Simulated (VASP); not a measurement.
# In3Se (P4/mmm) in VASP: single point with PBE+D3(BJ)

Aim: the single point of In3Se with PBE+D3(BJ).

All numbers are computed with VASP 6.6.1; they aren't measurements. Logs are shortened: lines on timing, memory, paths and dates and some standing lists are left out, and cuts for length are marked.

## 1. The cell of the first run

It takes space group P4/mmm (No. 123, tetragonal). Conventional cell: a = 4.701 Å, b = 4.701 Å, c = 4.983 Å, α = 90.00°, β = 90.00°, γ = 90.00°. Within 4.4 Å of In (site symmetry 4/mmm) lie 4 Se at 3.32 Å and 8 In at 3.43 Å. Within 4.4 Å of In (site symmetry mmm) lie 8 In at 3.32 to 3.43 Å and 4 Se at 3.43 Å. Within 4.4 Å of Se (site symmetry 4/mmm) lie 12 In at 3.32 to 3.43 Å.

## 2. Single point, PBE+D3(BJ) (strain +0.0600 x Voigt [1, 0, 0, 0, 0, 0])

File INCAR:

```
SYSTEM = In3Se
PREC = Accurate
ENCUT = 520
EDIFF = 1E-6
ISMEAR = 0
SIGMA = 0.15
LREAL = .FALSE.
LASPH = .TRUE.
NELM = 100
ALGO = Normal
ISIF = 2
LWAVE = .FALSE.
LCHARG = .FALSE.
GGA = PE
IVDW = 12
NBANDS = 30
```

File KPOINTS:

```
regular mesh
0
G
  10 10 10
  0 0 0
```

File POSCAR:

```
In3Se
1.0
    4.9829506918      0.0000000000      0.0000000000
    0.0000000000      4.7008968791      0.0000000000
    0.0000000000      0.0000000000      4.7008968791
In Se
3 1
Direct
    0.0000000000      0.5000000000      0.5000000000
    0.5000000000      0.0000000000      0.5000000000
    0.5000000000      0.5000000000      0.0000000000
    0.0000000000      0.0000000000      0.0000000000
```

Potentials or basis: VASP PAW PBE potentials, release 64 (In_d, Se).

On the command line:

```bash
$ cat potpaw_PBE.64/In_d/POTCAR potpaw_PBE.64/Se/POTCAR > POTCAR
$ mpirun -np 1 vasp_std > vasp.out
```

OUTCAR:

```text
SYSTEM = In3Se
   PREC = Accurate
   ENCUT = 520
   EDIFF = 1E-6
   ISMEAR = 0
   LREAL = .FALSE.
   LASPH = .TRUE.
   NELM = 100
   ISIF = 2
   GGA = PE
   IVDW = 12
 IVDW          = 12

 ion  position               nearest neighbor table
   1  0.000  0.500  0.500-   4 3.32   4 3.32   4 3.32   4 3.32   3 3.43   2 3.43   2 3.43   3 3.43
                             2 3.43   3 3.43   3 3.43   2 3.43
   2  0.500  0.000  0.500-   3 3.32   3 3.32   3 3.32   3 3.32   1 3.43   1 3.43   1 3.43   1 3.43

   3  0.500  0.500  0.000-   2 3.32   2 3.32   2 3.32   2 3.32   1 3.43   1 3.43   1 3.43   1 3.43

   4  0.000  0.000  0.000-   1 3.32   1 3.32   1 3.32   1 3.32

  LATTYP: Found a simple tetragonal cell.
 ALAT       =     4.7008968791
 C/A-ratio  =     1.0600000000

  Lattice vectors:

 A1 = (   0.0000000000,   4.7008968791,   0.0000000000)
 A2 = (   0.0000000000,   0.0000000000,   4.7008968791)
 A3 = (   4.9829506918,   0.0000000000,   0.0000000000)

Analysis of symmetry for initial positions (statically):
=====================================================================
 Subroutine PRICEL returns:
 Original cell was already a primitive cell.

 Routine SETGRP: Setting up the symmetry group for a
 simple tetragonal supercell.

 Subroutine GETGRP returns: Found 16 space group operations
 (whereof 16 operations were pure point group operations)
 out of a pool of 16 trial point group operations.

The static configuration has the point symmetry D_4h.

Analysis of symmetry for dynamics (positions and initial velocities):
=====================================================================
 Subroutine PRICEL returns:
 Original cell was already a primitive cell.

 Routine SETGRP: Setting up the symmetry group for a
 simple tetragonal supercell.

 Subroutine GETGRP returns: Found 16 space group operations
 (whereof 16 operations were pure point group operations)
 out of a pool of 16 trial point group operations.

The dynamic configuration has the point symmetry D_4h.

 Subroutine INISYM returns: Found 16 space group operations
 (whereof 16 operations are pure point group operations),
 and found     1 'primitive' translations

----------------------------------------------------------------------------------------

                                     Primitive cell

  volume of cell :     110.1154

[... 90 lines left out ...]
   ENCUT  =  520.0 eV  38.22 Ry    6.18 a.u.   9.26  8.74  8.74*2*pi/ulx,y,z
   NELM   =    100;   NELMIN=  2; NELMDL= -5     # of ELM steps
   EDIFF  = 0.1E-05   stopping-criterion for ELM
   LREAL  =      F    real-space projection
   EDIFFG = 0.1E-04   stopping-criterion for IOM
   NSW    =      0    number of steps for IOM
   IBRION =     -1    ionic relax: 0-MD 1-quasi-New 2-CG
   NFREE  =      0    steps in history (QN), initial steepest desc. (CG)
   ISIF   =      2    stress and relaxation
   ISYM   =      2    0-nonsym 1-usesym 2-fastsym
   POTIM  = 0.5000    time-step for ionic-motion
   TEBEG  =    0.0;   TEEND  =   0.0 temperature during run
   PSTRESS=    0.0 pullay stress
   NELECT =      45.0000    total number of electrons
   NUPDOWN=      -1.0000    fix difference up-down
   EMIN   =  10.00;   EMAX   =-10.00  energy-range for DOS
   EFERMI =   0.00;   METHOD = LEGACY
   ISMEAR =     0;   SIGMA  =   0.15  broadening in eV -4-tet -1-fermi 0-gaus
   EFERMI_NEDOS =   21; number of points for ismear=-14 and -15
   IALGO  =     38    algorithm
   IMIX   =      4    mixing-type and parameters
     AMIX     =   0.40;   BMIX     =  1.00
     AMIX_MAG =   1.60;   BMIX_MAG =  1.00
  volume/ion in A,a.u.               =      27.53       185.77
  Fermi-wavevector in a.u.,A,eV,Ry     =   1.214870  2.295771 20.080949  1.475908
  Thomas-Fermi vector in A             =   2.350275
   LORBIT       =      0    0 simple, 1 ext, 2 COOP (PROOUT), +10 PAW based schemes
   GGA     = PE    functional components
   LHFCALC =     F    Hartree Fock is set to
   AEXX    =    0.0000 exact exchange contribution
   IVDW    =    12    specifies the selected vdW correction
   LEPSILON=     F    determine dielectric tensor
   LRPA    =     F    only Hartree local field effects (RPA)
 non-spin polarized calculation
 Gauss-broadening in eV      SIGMA  =   0.15
  energy-cutoff  :      520.00
  volume of cell :      110.12
 maximum number of plane-waves:      3003
 NGX is ok and might be reduce to    40
   NGX = 19   NGY = 17   NGZ = 17

 number of electron      45.0000010 magnetization

 Free energy of the ion-electron system (eV)
  ---------------------------------------------------
  ext. energy  EPLUGINS =         0.00000000
  ---------------------------------------------------
  free energy    TOTEN  =       -11.68650101 eV

  energy without entropy =      -11.67048801  energy(sigma->0) =      -11.67849451

 E-fermi :   5.9986     XC(G=0):  -9.7704

 val. band max:        5.9867878339   @ k =   0.0000   0.5000   0.2000
 cond. band min:       6.0041451223   @ k =   0.0000   0.2000   0.2000
 fundamental gap:      0.0173572883
 Fermi energy:         5.9985589576

 k-point     1 :       0.0000    0.0000    0.0000
  band No.  band energies     occupation
      1      -8.8173      2.00000
      2      -8.7790      2.00000
      3      -8.7525      2.00000
      4      -8.7525      2.00000
      5      -8.6882      2.00000
      6      -8.6183      2.00000
[... 781 lines left out ...]
     29      10.2563      0.00000
     30      11.9567      0.00000

 [... further k-points ...]

------------------------ aborting loop because EDIFF is reached ----------------------------------------

 Edisp (eV)   -1.28274

 E8    (eV) :    -0.6136

  FORCE on cell =-STRESS in cart. coord.  units (eV):
  Direction    XX          YY          ZZ          XY          YZ          ZX
  --------------------------------------------------------------------------------------
  -------------------------------------------------------------------------------------
  Total      -1.59232    -1.27445    -1.27445     0.00000     0.00000     0.00000
  in kB     -23.16830   -18.54326   -18.54326     0.00000     0.00000     0.00000
  external pressure =      -20.08 kB  Pullay stress =        0.00 kB

 VOLUME and BASIS-vectors are now :
 -----------------------------------------------------------------------------
  energy-cutoff  :      520.00
  volume of cell :      110.12
      direct lattice vectors                 reciprocal lattice vectors
     4.982950692  0.000000000  0.000000000     0.200684306  0.000000000  0.000000000
     0.000000000  4.700896879  0.000000000     0.000000000  0.212725364  0.000000000
     0.000000000  0.000000000  4.700896879     0.000000000  0.000000000  0.212725364

 POSITION                                       TOTAL-FORCE (eV/Angst)
 -----------------------------------------------------------------------------------
      0.00000      2.35045      2.35045         0.000000      0.000000      0.000000
      2.49148      0.00000      2.35045         0.000000      0.000000      0.000000
      2.49148      2.35045      0.00000         0.000000      0.000000      0.000000
      0.00000      0.00000      0.00000         0.000000      0.000000      0.000000
 -----------------------------------------------------------------------------------
    total drift:                               -0.000000      0.000000     -0.000000

  FREE ENERGIE OF THE ION-ELECTRON SYSTEM (eV)
  ---------------------------------------------------
  free  energy   TOTEN  =       -12.9692381678 eV

  energy  without entropy=      -12.9532251724  energy(sigma->0) =      -12.96123167
```

OSZICAR:

```text
N       E                     dE             d eps       ncg     rms          rms(c)
DAV:   1     0.405878389276E+03    0.40588E+03   -0.21304E+04  7560   0.188E+03
DAV:   2     0.302159067043E+02   -0.37566E+03   -0.36768E+03  7572   0.449E+02
DAV:   3    -0.100814943962E+02   -0.40297E+02   -0.38969E+02  9476   0.161E+02
DAV:   4    -0.119372806744E+02   -0.18558E+01   -0.18499E+01  8720   0.358E+01
DAV:   5    -0.120144621375E+02   -0.77181E-01   -0.77175E-01 10750   0.653E+00    0.410E+00
DAV:   6    -0.116896585341E+02    0.32480E+00   -0.10317E+00 11634   0.798E+00    0.237E+00
DAV:   7    -0.116903249382E+02   -0.66640E-03   -0.15301E-01  8672   0.192E+00    0.966E-01
DAV:   8    -0.116870406452E+02    0.32843E-02   -0.12868E-02 10928   0.772E-01    0.250E-01
DAV:   9    -0.116864963229E+02    0.54432E-03   -0.42054E-03 10460   0.393E-01    0.113E-01
DAV:  10    -0.116864843961E+02    0.11927E-04   -0.47912E-04  9942   0.185E-01    0.420E-02
DAV:  11    -0.116865027751E+02   -0.18379E-04   -0.78958E-05  8966   0.519E-02    0.124E-02
DAV:  12    -0.116865011792E+02    0.15960E-05   -0.40180E-06  8496   0.161E-02    0.575E-03
DAV:  13    -0.116865010090E+02    0.17019E-06   -0.30435E-07  5058   0.568E-03
   1 F= -.12969238E+02 E0= -.12961232E+02  d E =-.160130E-01
```

Run time: 8.9 min. Hardware: 1 thread of Intel Xeon 8259CL, shared host; peak memory 0.47 GiB.

What came out:

* Free energy: -12.9692 eV
* Pressure: -2.0 GPa
* Band gap on the k mesh: zero (an odd number of electrons rules out a gap without spin polarisation)
* Dispersion energy per atom: -0.321 eV

Levels at points of the mesh, in eV from the Fermi level:
```csv
k point,band 18,band 19,band 20,band 21,band 22,band 23,band 24,band 25,band 26,band 27
"(0.00, 0.00, 0.00)",-3.48,-3.13,-3.13,-2.48,-1.87,1.08,1.17,1.17,4.18,4.35
"(0.50, 0.00, 0.00)",-4.84,-2.43,-2.43,-1.41,-0.96,-0.05,-0.05,1.67,3.47,3.97
"(0.00, 0.50, 0.00)",-4.98,-2.56,-2.28,-1.93,-0.87,-0.34,0.22,1.35,3.64,3.70
"(0.50, 0.50, 0.00)",-5.93,-5.75,-1.88,-0.66,-0.62,-0.43,1.70,1.94,1.95,2.03
"(0.00, 0.50, 0.50)",-5.76,-5.53,-2.02,-1.11,-0.98,-0.98,0.91,1.59,1.59,1.70
"(0.50, 0.50, 0.50)",-4.32,-4.29,-4.17,-4.17,-4.10,-3.18,2.57,3.26,3.26,7.42
```

Caveat: the cell differs from its parent crystal (strain +0.0600 x Voigt [1, 0, 0, 0, 0, 0]); spin-orbit coupling is left out, which moves the levels of the heavy elements.
